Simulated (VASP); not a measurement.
# CaTeI3 (R3m) in VASP: further runs

CaTeI3 is run at these levels: PBE; tasks: relaxation of cell and atoms, single point.

All numbers are computed with VASP 6.6.1; they aren't measurements. Logs are shortened: lines on timing, memory, paths and dates and some standing lists are left out, and cuts for length are marked.

## 1. The cell of the first run

Symmetry: R3m, No. 160, trigonal system. The conventional cell has a = 8.240 Å, b = 8.240 Å, c = 10.384 Å, α = 90.00°, β = 90.00°, γ = 120.00°. Ca (site symmetry 3m) has 12 I at 4.12 to 4.24 Å and 8 Te at 4.94 to 5.44 Å within 5.5 Å. Te (site symmetry 3m) has 6 I at 2.64 to 3.26 Å within 3.5 Å. Within 3.5 Å of I (site symmetry m) lie 2 Te at 2.64 to 3.26 Å.

The cell was generated, and may not be a known phase.

## 2. Relaxation of cell and atoms, PBE

INCAR

```
SYSTEM = CaTeI3
PREC = Accurate
ENCUT = 600
EDIFF = 1E-6
ISMEAR = 0
SIGMA = 0.1
LREAL = .False.
LASPH = .True.
NELM = 80
ALGO = Normal
ISIF = 3
LWAVE = .False.
LCHARG = .False.
GGA = PE
IBRION = 2
NSW = 90
EDIFFG = -0.04
```

KPOINTS

```
regular mesh
0
Gamma
  3 3 3
  0 0 0
```

POSCAR

```
CaTeI3
1.0
    4.1198683000      2.3786070700      3.4614898400
   -4.1198683000      2.3786070700      3.4614898400
    0.0000000000     -4.7572141400      3.4614898400
Ca Te I
1 1 3
Direct
    0.0013040400      0.0013040400      0.0013040400
    0.4770829100      0.4770829100      0.4770829100
    0.0286681300      0.5054724800      0.5054724800
    0.5054724800      0.5054724800      0.0286681300
    0.5054724800      0.0286681300      0.5054724800
```

Potentials or basis: VASP PAW PBE potentials, release 64 (Ca_sv, Te, I).

Command:

```sh
> cat potpaw_PBE.64/Ca_sv/POTCAR potpaw_PBE.64/Te/POTCAR potpaw_PBE.64/I/POTCAR > POTCAR
> mpirun -np 1 vasp_std > vasp.out
```

OUTCAR:

```text
SYSTEM = CaTeI3
   PREC = Accurate
   ENCUT = 600
   EDIFF = 1E-6
   ISMEAR = 0
   LREAL = .False.
   LASPH = .True.
   NELM = 80
   ISIF = 3
   GGA = PE
   IBRION = 2
   NSW = 90
   EDIFFG = -0.04

 ion  position               nearest neighbor table
   1  0.001  0.001  0.001-
   2  0.477  0.477  0.477-   4 2.64   3 2.64   5 2.64   4 3.26   3 3.26   5 3.26
   3  0.029  0.505  0.505-   2 2.64   2 3.26
   4  0.505  0.505  0.029-   2 2.64   2 3.26
   5  0.505  0.029  0.505-   2 2.64   2 3.26

  LATTYP: Found a trigonal (rhomboedric) cell.
 ALAT       =     5.8832812541
 COS(alpha) =     0.0192519784

  Lattice vectors:

 A1 = (   4.1198683000,   2.3786070700,   3.4614898400)
 A2 = (  -4.1198683000,   2.3786070700,   3.4614898400)
 A3 = (   0.0000000000,  -4.7572141400,   3.4614898400)

Analysis of symmetry for initial positions (statically):
=====================================================================
 Subroutine PRICEL returns:
 Original cell was already a primitive cell.

 Routine SETGRP: Setting up the symmetry group for a
 trigonal (rhombohedral) supercell.

 Subroutine GETGRP returns: Found  6 space group operations
 (whereof  6 operations were pure point group operations)
 out of a pool of 12 trial point group operations.

The static configuration has the point symmetry C_3v.

Analysis of symmetry for dynamics (positions and initial velocities):
=====================================================================
 Subroutine PRICEL returns:
 Original cell was already a primitive cell.

 Routine SETGRP: Setting up the symmetry group for a
 trigonal (rhombohedral) supercell.

 Subroutine GETGRP returns: Found  6 space group operations
 (whereof  6 operations were pure point group operations)
 out of a pool of 12 trial point group operations.

The dynamic configuration has the point symmetry C_3v.

 Subroutine INISYM returns: Found  6 space group operations
 (whereof  6 operations are pure point group operations),
 and found     1 'primitive' translations

----------------------------------------------------------------------------------------

                                     Primitive cell

  volume of cell :     203.5262

  direct lattice vectors                    reciprocal lattice vectors
     4.119868300  2.378607070  3.461489840     0.121363103  0.070069020  0.096297649
    -4.119868300  2.378607070  3.461489840    -0.121363103  0.070069020  0.096297649
     0.000000000 -4.757214140  3.461489840     0.000000000 -0.140138040  0.096297649

[... 86 lines left out ...]
   EFERMI_NEDOS =   21; number of points for ismear=-14 and -15
   IALGO  =     38    algorithm
   IMIX   =      4    mixing-type and parameters
     AMIX     =   0.40;   BMIX     =  1.00
     AMIX_MAG =   1.60;   BMIX_MAG =  1.00
  volume/ion in A,a.u.               =      40.71       274.69
  Fermi-wavevector in a.u.,A,eV,Ry     =   0.927403  1.752538 11.702056  0.860077
  Thomas-Fermi vector in A             =   2.053469
   LORBIT       =      0    0 simple, 1 ext, 2 COOP (PROOUT), +10 PAW based schemes
   GGA     = PE    functional components
   LHFCALC =     F    Hartree Fock is set to
   AEXX    =    0.0000 exact exchange contribution
   IVDW    =     0    specifies the selected vdW correction
   LEPSILON=     F    determine dielectric tensor
   LRPA    =     F    only Hartree local field effects (RPA)
 conjugate gradient relaxation of ions
 non-spin polarized calculation
 Gauss-broadening in eV      SIGMA  =   0.10
  energy-cutoff  :      600.00
  volume of cell :      203.53
 maximum number of plane-waves:      6797
   NGX = 23   NGY = 23   NGZ = 23

--------------------------------------- Ionic step        1  -------------------------------------------

 number of electron      37.0000004 magnetization

 Free energy of the ion-electron system (eV)
  ---------------------------------------------------
  ext. energy  EPLUGINS =         0.00000000
  ---------------------------------------------------
  free energy    TOTEN  =        -8.18194065 eV

  energy without entropy =       -8.13212636  energy(sigma->0) =       -8.15703351

------------------------ aborting loop because EDIFF is reached ----------------------------------------

  FORCE on cell =-STRESS in cart. coord.  units (eV):
  Direction    XX          YY          ZZ          XY          YZ          ZX
  --------------------------------------------------------------------------------------
  -------------------------------------------------------------------------------------
  Total       10.2817947     10.2817947      6.8584138      0.0000000      0.0000000      0.0000000
  in kB       80.9392469     80.9392468     53.9900735      0.0000000      0.0000000      0.0000000
  external PRESSURE =      71.9561891 kB  Pullay stress =       0.0000000 kB
[... 98 lines left out ...]
  FREE ENERGIE OF THE ION-ELECTRON SYSTEM (eV)
  ---------------------------------------------------
  free  energy   TOTEN  =        -9.9262180193 eV

  energy  without entropy=       -9.8489173917  energy(sigma->0) =       -9.88756771

 E-fermi :  -0.1688     XC(G=0):  -5.8637

 val. band max:       -0.1861250116   @ k =   0.3333   0.3333   0.3333
 cond. band min:      -0.1355423247   @ k =  -0.3333   0.3333   0.0000
 fundamental gap:      0.0505826869
 Fermi energy:        -0.1687644816

 k-point     1 :       0.0000    0.0000    0.0000
  band No.  band energies     occupation
      1     -41.1899      2.00000
      2     -22.2729      2.00000
      3     -22.1965      2.00000
      4     -22.1965      2.00000
      5     -12.3018      2.00000
      6     -11.8298      2.00000
[... 139 lines left out ...]
     21       3.2609      0.00000
     22       3.4876      0.00000

[... ionic steps 4 to 54 ...]

--------------------------------------- Ionic step       55  -------------------------------------------

 number of electron      37.0000001 magnetization

------------------------ aborting loop because EDIFF is reached ----------------------------------------
[... 73 lines left out ...]
--------------------------------------- Ionic step       57  -------------------------------------------

 number of electron      37.0000000 magnetization

 Free energy of the ion-electron system (eV)
  ---------------------------------------------------
  ext. energy  EPLUGINS =         0.00000000
  ---------------------------------------------------
  free energy    TOTEN  =       -12.45769491 eV

  energy without entropy =      -12.41278371  energy(sigma->0) =      -12.43523931

 E-fermi :   0.4806     XC(G=0):  -6.0844

 val. band max:        0.4034474256   @ k =   0.3333   0.3333   0.3333
 cond. band min:       0.4917172285   @ k =   0.3333   0.3333  -0.0000
 fundamental gap:      0.0882698029
 Fermi energy:         0.4806175438

 k-point     1 :       0.0000    0.0000    0.0000
  band No.  band energies     occupation
      1     -40.8982      2.00000
      2     -21.9602      2.00000
      3     -21.9049      2.00000
      4     -21.9049      2.00000
      5     -12.0150      2.00000
      6     -11.4856      2.00000
[... 171 lines left out ...]
  FREE ENERGIE OF THE ION-ELECTRON SYSTEM (eV)
  ---------------------------------------------------
  free  energy   TOTEN  =       -12.4576949118 eV

  energy  without entropy=      -12.4127837061  energy(sigma->0) =      -12.43523931

 reached required accuracy - stopping structural energy minimisation
```

OSZICAR:

```text
N       E                     dE             d eps       ncg     rms          rms(c)
DAV:   1     0.278275966027E+03    0.27828E+03   -0.15912E+04   264   0.155E+03
DAV:   2     0.157859772938E+02   -0.26249E+03   -0.25953E+03   354   0.278E+02
DAV:   3    -0.702934259800E+01   -0.22815E+02   -0.22694E+02   330   0.766E+01
[... 652 lines left out ...]
DAV:   1    -0.124577317691E+02   -0.20239E-03   -0.39818E-02   264   0.108E+00    0.108E-01
DAV:   2    -0.124577589515E+02   -0.27182E-04   -0.15312E-03   312   0.223E-01    0.496E-02
DAV:   3    -0.124577109676E+02    0.47984E-04   -0.68516E-05   330   0.511E-02    0.287E-02
DAV:   4    -0.124576948687E+02    0.16099E-04   -0.41213E-05   376   0.369E-02    0.917E-03
DAV:   5    -0.124576949118E+02   -0.43089E-07   -0.45347E-06   328   0.123E-02
  57 F= -.12457695E+02 E0= -.12435239E+02  d E =-.135905E-02
```

Wall time 16 min (1 thread of Intel Xeon 6975P-C (Granite Rapids), shared host); peak memory 0.36 GiB.

Results:

* Free energy: -12.4577 eV
* Relaxed volume: 60.94 Å³/atom
* Relaxed cell: a = 6.738 Å, b = 6.738 Å, c = 6.738 Å, α = 92.90°, β = 92.90°, γ = 92.90°
* Space group after relaxing (to 0.1 Å): R3m (No. 160)
* Energy gained by relaxing: 855.2 meV/atom
* Ionic steps: 57
* Pressure after relaxing: 0.0 GPa
* Largest force after relaxing: 0.018 eV/Å
* Band gap on the k mesh: zero (an odd number of electrons rules out a gap without spin polarisation)

Forces in eV/Å, atoms in the order of the input:
```
Ca   0.000  0.000 -0.018
Te   0.000  0.000  0.016
I    0.005  0.003  0.001
I    0.000 -0.006  0.001
I   -0.005  0.003  0.001
```

Step by step:
| step | energy change (eV) | largest force (eV/Å) | pressure (GPa) | volume (Å³) |
| --- | --- | --- | --- | --- |
| 1 | 0.0000 | 5.0551 | 7.20 | 203.53 |
| 3 | -1.7443 | 0.4186 | -0.58 | 249.12 |
| 5 | -1.7836 | 0.2211 | -0.34 | 244.06 |
| 7 | -1.8005 | 0.1126 | 0.09 | 237.29 |
| 9 | -1.8147 | 0.2238 | -0.07 | 239.63 |
| 11 | -1.8591 | 0.7624 | -0.65 | 250.33 |
| 13 | -1.8608 | 0.9130 | -0.79 | 254.68 |
| 15 | -1.8622 | 0.9180 | -0.79 | 254.88 |
| 17 | -1.8689 | 0.9410 | -0.81 | 255.77 |
| 19 | -1.8964 | 1.0296 | -0.86 | 259.34 |
| 21 | -2.0028 | 1.6126 | -0.59 | 273.86 |
| 23 | -1.9769 | 1.6512 | -0.45 | 275.13 |
| 25 | -2.0840 | 1.8374 | 0.24 | 283.54 |
| 27 | -2.3518 | 1.6594 | 0.24 | 287.69 |
| 29 | -2.3127 | 2.3950 | 2.09 | 305.73 |
| 31 | -2.7705 | 1.3201 | 0.33 | 300.71 |
| 33 | -2.9480 | 1.5867 | -2.04 | 337.77 |
| 35 | -3.2125 | 1.1159 | -1.30 | 315.83 |
| 37 | -3.9302 | 0.2303 | 0.81 | 250.63 |
| 39 | -3.9914 | 0.4021 | -0.03 | 260.19 |
| 41 | -4.0510 | 0.1933 | 0.40 | 266.36 |
| 43 | -4.1075 | 0.2171 | 0.18 | 277.03 |
| 45 | -4.1234 | 0.8208 | -0.22 | 324.15 |
| 47 | -4.2180 | 0.3155 | -0.20 | 316.55 |
| 49 | -4.2377 | 0.1158 | -0.20 | 322.11 |
| 51 | -4.2465 | 0.2519 | 0.13 | 313.38 |
| 53 | -4.2649 | 0.1223 | 0.08 | 309.42 |
| 55 | -4.2744 | 0.1012 | 0.02 | 304.28 |
| 57 | -4.2758 | 0.0184 | -0.02 | 304.68 |

Final structure:
```xyz
5
Lattice="4.8835 2.8195 3.6879 -4.8835 2.8195 3.6879 0.0000 -5.6390 3.6879" Properties=species:S:1:pos:R:3 pbc="T T T"
Ca    0.0000    0.0000    9.0295
Te    0.0000    0.0000    5.9035
I    -2.4590   -1.4197    4.3085
I     0.0000    2.8394    4.3085
I     2.4590   -1.4197    4.3085
```

Levels at points of the mesh, in eV from the Fermi level:
| k point | band 15 | band 16 | band 17 | band 18 | band 19 | band 20 | band 21 | band 22 |
| --- | --- | --- | --- | --- | --- | --- | --- | --- |
| (0.00, 0.00, 0.00) | -1.72 | -1.56 | -1.56 | 1.06 | 1.67 | 1.67 | 2.27 | 3.16 |

Caveat: the volume moved by over 15 % at a fixed basis, so the end points are rough; spin-orbit coupling is left out, which moves the levels of the heavy elements; an odd number of electrons without spin polarisation forces a metal; a magnetic or distorted state may lie lower.

## 3. Single point, PBE

This run uses another cell than the first one, of 58.57 Å³/atom.

INCAR

```
  PREC = Accurate
  ENCUT = 520
  EDIFF = 1E-6
  ISMEAR = 0
  SIGMA = 0.1
  LREAL = F
  LASPH = T
  NELM = 60
  ALGO = Normal
  ISIF = 2
  LWAVE = F
  LCHARG = F
  GGA = PE
  NBANDS = 26
```

KPOINTS

```
Automatic mesh
0
Gamma
  6 6 6
```

POSCAR

```
CaTeI3
1.0
    4.6628963171      2.6921244438      3.8880981596
   -4.6628963171      2.6921244438      3.8880981596
    0.0000000000     -5.3842488877      3.8880981596
Ca Te I
1 1 3
Direct
    0.8151108804      0.8151108804      0.8151108804
    0.5482454693      0.5482454693      0.5482454693
    0.0588966274      0.5478735315      0.5478735315
    0.5478735315      0.5478735315      0.0588966274
    0.5478735315      0.0588966274      0.5478735315
```

Potentials or basis: VASP PAW PBE potentials, release 64 (Ca_sv, Te, I).

Command:

```sh
> cat potpaw_PBE.64/Ca_sv/POTCAR potpaw_PBE.64/Te/POTCAR potpaw_PBE.64/I/POTCAR > POTCAR
> mpirun -np 1 vasp_std > vasp.out
```

Wall time 2.3 min (1 thread of Intel Xeon 6975P-C (Granite Rapids), shared host); peak memory 0.51 GiB.

It converged, with:

```
Free energy            : -12.8882 eV
Pressure               : 0.0 GPa
Largest force          : 0.021 eV/Å
Band gap on the k mesh : zero (an odd number of electrons rules out a gap without spin polarisation)
```

Forces on the atoms (eV/Å):
```
Ca   0.000  0.000  0.021
Te   0.000  0.000 -0.016
I    0.013  0.007 -0.002
I    0.000 -0.015 -0.002
I   -0.013  0.007 -0.002
```

Levels at points of the mesh, in eV from the Fermi level:
```
           k point  band 14  band 15  band 16  band 17  band 18  band 19  band 20  band 21  band 22  band 23
(0.00, 0.00, 0.00)    -2.57    -2.24    -2.24    -2.16     0.97     1.43     1.43     1.67     2.53     2.53
(0.50, 0.00, 0.00)    -2.42    -2.39    -2.37    -2.23    -1.25     1.11     1.37     2.35     2.59     2.71
(0.50, 0.50, 0.00)    -2.61    -2.44    -2.27    -2.01    -1.64    -1.21     1.18     2.51     2.71     2.76
(0.50, 0.50, 0.50)    -2.18    -2.18    -2.18    -1.97    -1.81    -1.57    -1.57     2.30     2.76     2.76
```

Caveat: spin-orbit coupling is left out, which moves the levels of the heavy elements; an odd number of electrons without spin polarisation forces a metal; a magnetic or distorted state may lie lower.

## 4. Relaxation of cell and atoms, PBE

This run uses another cell than the first one, of 61.70 Å³/atom.

INCAR

```
PREC     = Accurate       # precision mode
ENCUT    = 600            # plane-wave cutoff, eV
EDIFF    = 1E-6           # SCF threshold, eV
ISMEAR   = 0              # smearing method
SIGMA    = 0.1            # smearing width, eV
LREAL    = F              # projectors in reciprocal space
LASPH    = T              # aspherical terms in the spheres
NELM     = 60             # most SCF steps
ALGO     = Normal         # electronic algorithm
ISIF     = 3              # what is computed and relaxed
LWAVE    = F              # write WAVECAR
LCHARG   = F              # write CHGCAR
GGA      = PE             # functional
IBRION   = 2              # ionic algorithm
NSW      = 100            # ionic steps
EDIFFG   = -0.01          # ionic threshold
```

KPOINTS

```
regular mesh
0
Gamma
  6 6 6
```

POSCAR

```
CaTeI3
1.0
    4.8141775609      2.7794667107      3.8422617444
   -4.8141775609      2.7794667107      3.8422617444
    0.0000000000     -5.5589334215      3.8422617444
Ca Te I
1 1 3
Direct
    0.8104266360      0.8104266360      0.8104266360
    0.5401996432      0.5401996432      0.5401996432
    0.0578608561      0.5547564524      0.5547564524
    0.5547564524      0.5547564524      0.0578608561
    0.5547564524      0.0578608561      0.5547564524
```

Command:

```sh
> cat potpaw_PBE.64/Ca_sv/POTCAR potpaw_PBE.64/Te/POTCAR potpaw_PBE.64/I/POTCAR > POTCAR
> mpirun -np 1 vasp_std > vasp.out
```

Run time: 26 min. Hardware: 1 thread of Intel Xeon 6975P-C (Granite Rapids), shared host; peak memory 0.63 GiB.

The run converged. Its results:

| Property | Result |
| --- | --- |
| Free energy | -12.8890 eV |
| Relaxed volume | 58.42 Å³/atom |
| Relaxed cell | a = 6.636 Å, b = 6.636 Å, c = 6.636 Å, α = 89.28°, β = 89.28°, γ = 89.28° |
| Space group after relaxing (to 0.1 Å) | R3m (No. 160) |
| Energy gained by relaxing | 8.7 meV/atom |
| Ionic steps | 20 |
| Pressure after relaxing | 0.0 GPa |
| Largest force after relaxing | 0.004 eV/Å |
| Band gap on the k mesh | zero (an odd number of electrons rules out a gap without spin polarisation) |

Forces in eV/Å, atoms in the order of the input:
```
Ca   0.000  0.000 -0.004
Te   0.000  0.000 -0.004
I    0.000  0.000  0.003
I    0.000  0.000  0.003
I    0.000  0.000  0.003
```

The path:
| step | energy change (eV) | largest force (eV/Å) | pressure (GPa) | volume (Å³) |
| --- | --- | --- | --- | --- |
| 1 | 0.0000 | 0.2678 | -0.32 | 308.48 |
| 2 | -0.0123 | 0.1937 | -0.09 | 303.03 |
| 3 | -0.0161 | 0.2863 | 0.15 | 298.04 |
| 4 | -0.0260 | 0.2376 | 0.11 | 296.65 |
| 5 | -0.0392 | 0.1202 | 0.02 | 292.48 |
| 6 | -0.0418 | 0.0193 | -0.03 | 292.69 |
| 7 | -0.0421 | 0.0367 | -0.06 | 292.79 |
| 8 | -0.0426 | 0.0394 | 0.03 | 291.36 |
| 9 | -0.0426 | 0.0385 | 0.03 | 291.50 |
| 10 | -0.0428 | 0.0244 | 0.01 | 291.68 |
| 11 | -0.0430 | 0.0177 | 0.01 | 291.90 |
| 12 | -0.0430 | 0.0334 | -0.01 | 292.34 |
| 13 | -0.0430 | 0.0242 | 0.00 | 292.09 |
| 14 | -0.0432 | 0.0199 | -0.01 | 292.27 |
| 15 | -0.0433 | 0.0377 | -0.04 | 292.64 |
| 16 | -0.0434 | 0.0322 | -0.03 | 292.49 |
| 17 | -0.0435 | 0.0168 | 0.00 | 292.04 |
| 18 | -0.0435 | 0.0158 | 0.00 | 292.00 |
| 19 | -0.0435 | 0.0129 | 0.01 | 292.03 |
| 20 | -0.0435 | 0.0041 | 0.01 | 292.12 |

Final structure:
```yaml
crystal:
  lattice:
    - [4.66239, 2.69183, 3.87926]
    - [-4.66239, 2.69183, 3.87926]
    - [0.00000, -5.38366, 3.87926]
  atoms:
    - { symbol: Ca, position: [0.81583, 0.81583, 0.81583] }
    - { symbol: Te, position: [0.54809, 0.54809, 0.54809] }
    - { symbol: I, position: [0.05880, 0.54764, 0.54764] }
    - { symbol: I, position: [0.54764, 0.54764, 0.05880] }
    - { symbol: I, position: [0.54764, 0.05880, 0.54764] }
```

Levels at points of the mesh, in eV from the Fermi level:
```tsv
k point	band 16	band 17	band 18	band 19	band 20	band 21
(0.00, 0.00, 0.00)	-2.25	-2.17	0.98	1.43	1.43	1.65
(0.50, 0.00, 0.00)	-2.38	-2.24	-1.25	1.11	1.38	2.33
(0.50, 0.50, 0.00)	-2.28	-2.02	-1.64	-1.21	1.19	2.49
(0.50, 0.50, 0.50)	-2.18	-1.97	-1.82	-1.58	-1.58	2.28
```

Caveat: spin-orbit coupling is left out, which moves the levels of the heavy elements; an odd number of electrons without spin polarisation forces a metal; a magnetic or distorted state may lie lower.

## 5. The runs side by side

```csv
task,cell,k mesh,cutoff (eV),gap on the mesh (eV),pressure (GPa),relaxed volume (Å³/atom),largest force (eV/Å)
relaxation of cell and atoms,"relaxed from a = 5.883 Å, angles 88.9°, 5 atoms, atomic positions A",3 × 3 × 3,600,none,0.0,60.94,0.02
single point,"a = 6.641 Å, angles 89.2°, 5 atoms, atomic positions B",6 × 6 × 6,520,none,0.0,-,0.02
relaxation of cell and atoms,"relaxed from a = 6.758 Å, angles 90.9°, 5 atoms, atomic positions C",6 × 6 × 6,600,none,0.0,58.42,-
```

Alike in all rows: level PBE; potentials or basis VASP PAW PBE potentials, release 64 (Ca_sv, Te, I); no spin polarisation; smearing gaussian 0.1 eV.

Caveats: spin-orbit coupling is left out, which moves the levels of the heavy elements; an odd number of electrons without spin polarisation forces a metal; a magnetic or distorted state may lie lower; the volume moved by over 15 % at a fixed basis, so the end points are rough (at least some runs).

Total energies depend on the potentials used, so only differences within one code and one set of settings carry meaning.

The gap in the log of VASP goes by the Fermi energy; the results here count the filled bands.